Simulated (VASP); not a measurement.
Set up this calculation in VASP 6.6.1, as the native input.

| Item | Value |
| --- | --- |
| Task | single point |
| Functional | PBE |
| Potentials or basis | VASP PAW PBE potentials, release 64 (In_d) |
| Cutoff | 520 eV |
| k mesh | 22 × 22 × 22 |
| Occupations | gaussian, width 0.15 eV |
| Spin | no spin polarisation |
| Dipole correction | no |
| Further INCAR settings | ALGO = Fast; EDIFF = 1e-07; NBANDS = 12 |

The structure of In lies in POSCAR:

```
In
1.0
   -1.6484287959      1.6484287959      2.4075301803
    1.6484287959     -1.6484287959      2.4075301803
    1.6484287959      1.6484287959     -2.4075301803
In
1
Direct
    0.0000000000      0.0000000000      0.0000000000
```

This cell differs from its parent crystal: ratio of the length along z to the lengths across it x 0.96, volume and fractional coordinates fixed.

The input as run:

INCAR

```
SYSTEM = In
  ALGO = Fast
  EDIFF = 1E-7
  ENCUT = 520
  GGA = PE
  ISIF = 2
  ISMEAR = 0
  LASPH = .TRUE.
  LCHARG = .FALSE.
  LREAL = .FALSE.
  LWAVE = .FALSE.
  NBANDS = 12
  NELM = 100
  PREC = Accurate
  SIGMA = 0.15
```

KPOINTS

```
k-points
0
G
  22 22 22
  0 0 0
```

Potentials or basis: VASP PAW PBE potentials, release 64 (In_d).

Run with:

```console
$ cat potpaw_PBE.64/In_d/POTCAR > POTCAR
$ mpirun -np 1 vasp_std > vasp.out
```

It gave:

| Quantity | Value |
| --- | --- |
| Pressure | 1.9 GPa |
| Band gap on the k mesh | zero (an odd number of electrons rules out a gap without spin polarisation) |

Caveat: spin-orbit coupling is left out, which moves the levels of the heavy elements.

Run time: 2.8 min on 1 thread of Intel(R) Xeon(R) 6975P-C (Granite Rapids) (shared host), peak memory 0.36 GiB.
